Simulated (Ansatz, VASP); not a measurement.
**Two plane-wave programs on Sr**

```
Sr
1.0
     4.26776    0.00000    0.00000
    -2.13388    3.69599    0.00000
     0.00000    0.00000    7.01332
Sr
2
Direct
  0.33333 0.66667 0.25000
  0.66667 0.33333 0.75000
```

Alike in both runs: functional PBE; k mesh 12 × 12 × 6; occupations gaussian, width 0.1 eV; no spin polarisation.

Ansatz relaxed the structure, and its values are those at the end. VASP's run is a single point on that final structure, the one shown.

|  | VASP | Ansatz |
| --- | --- | --- |
| version | VASP 6.6.1 | Ansatz 0.2.0 |
| potentials or method | VASP PAW PBE potentials, release 64 (Sr_sv), cutoff 520 eV | scalar-relativistic, plane waves, PAW |
| valence electrons in the cell | 20 | 20 |

```tsv
	VASP	Ansatz	Ansatz less VASP
gap on the k mesh at the Fermi level (eV)	none	none	-
pressure (GPa)	0.0	0.0	0.00
```

A gap of «none» marks a metal or a gap that the smearing closes.
